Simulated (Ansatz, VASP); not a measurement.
**One calculation of Ta3AlN4, two programs**

```
Ta Al N
1.0
     3.35731    0.00000    0.00000
     0.00000    3.35731    0.00000
     0.00000    0.00000    9.49590
Ta Al N
3 1 4
Direct
  0.00000 0.00000 0.00000
  0.50000 0.50000 0.25000
  0.50000 0.50000 0.75000
  0.00000 0.00000 0.50000
  0.00000 0.00000 0.75000
  0.50000 0.50000 0.00000
  0.00000 0.00000 0.25000
  0.50000 0.50000 0.50000
```

Alike in both runs: task single point; functional PBE; k mesh 6 × 6 × 2; occupations gaussian, width 0.1 eV; no spin polarisation.

|  | VASP | Ansatz |
| --- | --- | --- |
| version | VASP 6.6.1 | Ansatz 0.2.0 |
| potentials or method | VASP PAW PBE potentials, release 64 (Ta_pv, Al, N), cutoff 520 eV | scalar-relativistic, plane waves, PAW |
| valence electrons in the cell | 56 | 62 |

|  | VASP | Ansatz | Ansatz less VASP |
| --- | --- | --- | --- |
| gap on the k mesh at the Fermi level (eV) | none | none | - |
| rms of the force components (eV/Å) | 0.309 | 0.309 | -0.0007 |

Atom by atom the forces differ by 0.002 eV/Å (rms over components). A gap of «none» marks a metal or a gap that the smearing closes. With one functional, cell and mesh, what is left measures potentials, basis and numerics. VASP's potentials hold 56 valence electrons a cell and Ansatz's 62, so a difference there can come from the potentials and not from the codes.

Neither program's run includes spin-orbit coupling.
